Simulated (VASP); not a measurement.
Runs of VASP 6.6.1 on P. The structure is that of space group Cmce (No. 64), or close to it. The cells are those of the table. 

```csv
cell,gap on the mesh (eV),pressure (GPa),largest force (eV/Å)
"a = 5.969, b = 5.969, c = 4.558 Å, angles 90.0, 90.0, 147.3°, 4 atoms",0.12,-2.2,0.28
"a = 6.057, b = 6.057, c = 4.489 Å, angles 90.0, 90.0, 147.3°, 4 atoms",(c),-3.1,0.47
"a = 6.057, b = 6.057, c = 4.421 Å, angles 90.0, 90.0, 147.3°, 4 atoms",0.08,(b),0.54
"a = 5.880, b = 5.880, c = 4.695 Å, angles 90.0, 90.0, 147.3°, 4 atoms",(a),-2.1,0.46
"a = 5.969, b = 5.969, c = 4.626 Å, angles 90.0, 90.0, 147.3°, 4 atoms",0.23,-3.1,0.40
```

Alike in all rows: task single point; level PBE; potentials or basis VASP PAW PBE potentials, release 64 (P); no spin polarisation; k mesh 10 × 10 × 8; cutoff (eV) 520; smearing gaussian 0.03 eV.

Question: Fill in the values left out.

Answer: (a) 0.38; (b) -2.3; (c) 0.02.

Caveats: the cell stands under tension (at least some runs); the stress differs along the axes, from -4 to 1 GPa (at least some runs).

A k mesh can miss the band edges.
